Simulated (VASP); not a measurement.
Runs of VASP 6.6.1 on HfN. The structure is that of space group P6/mmm (No. 191), or close to it. The cells are those of the table. 

| level | cell | screening parameter | gap on the mesh (eV) | pressure (GPa) |
| --- | --- | --- | --- | --- |
| PBE-based screened hybrid with 25 % exact exchange | a = 3.574, b = 3.574, c = 3.880 Å, angles 90.0, 90.0, 120.0°, 2 atoms | 0.3 1/Å | none | -0.7 |
| HSE06 | a = 3.433, b = 3.433, c = 3.970 Å, angles 90.0, 90.0, 120.0°, 2 atoms | 0.2079 1/Å | none | -1.3 |
| PBE0 | a = 3.584, b = 3.584, c = 3.885 Å, angles 90.0, 90.0, 120.0°, 2 atoms | - | none | -1.0 |
| PBE-based screened hybrid with 25 % exact exchange | a = 3.433, b = 3.433, c = 3.970 Å, angles 90.0, 90.0, 120.0°, 2 atoms | 0.3 1/Å | none | (a) |

Alike in all rows: task single point; potentials or basis VASP PAW PBE potentials, release 64 (Hf_pv, N); no spin polarisation; k mesh 5 × 5 × 4; cutoff (eV) 520; smearing fermi-dirac 0.05 eV.

**Question.** Estimate the missing entries.

**Answer.** (a) -1.4.

Caveats: all runs use coarse meshes; the PAW data sets were made with another functional, which shifts forces and pressure a little; spin-orbit coupling is left out, which moves the levels of the heavy elements.

A k mesh can miss the band edges, and the runs leave out spin-orbit coupling on Hf.

A gap of «none» marks levels without a gap at the run's occupations.
